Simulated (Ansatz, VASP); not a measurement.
Li2Se in VASP and in Ansatz

```
CELL_PARAMETERS angstrom
0.01486 2.97981 2.97981
2.97981 0.01486 2.97981
2.97981 2.97981 0.01486
ATOMIC_POSITIONS crystal
Li 0.25000 0.25000 0.25000
Li 0.75000 0.75000 0.75000
Se 0.00000 0.00000 0.00000
```

Change from the starting cell: equal xy, yz and zx engineering shears of +0.5 %.

Alike in both runs: task relaxation of the atoms; functional PBEsol; k mesh 6 × 6 × 6; no spin polarisation.

|  | VASP | Ansatz |
| --- | --- | --- |
| version | VASP 6.6.1 | Ansatz 0.2.0 |
| potentials or method | VASP PAW PBE potentials, release 64 (Li_sv, Se), cutoff 650 eV | all-electron LAPW, scalar-relativistic |
| occupations | gaussian, width 0.01 eV | fixed |

```csv
,VASP,Ansatz,Ansatz less VASP
"gap on the k mesh at the Fermi level, each at its own relaxed structure (eV)",2.80,2.80,+0.007
```

VASP's potentials were made for PBE, not for PBEsol. Ansatz ran all-electron here, and VASP with PAW potentials.
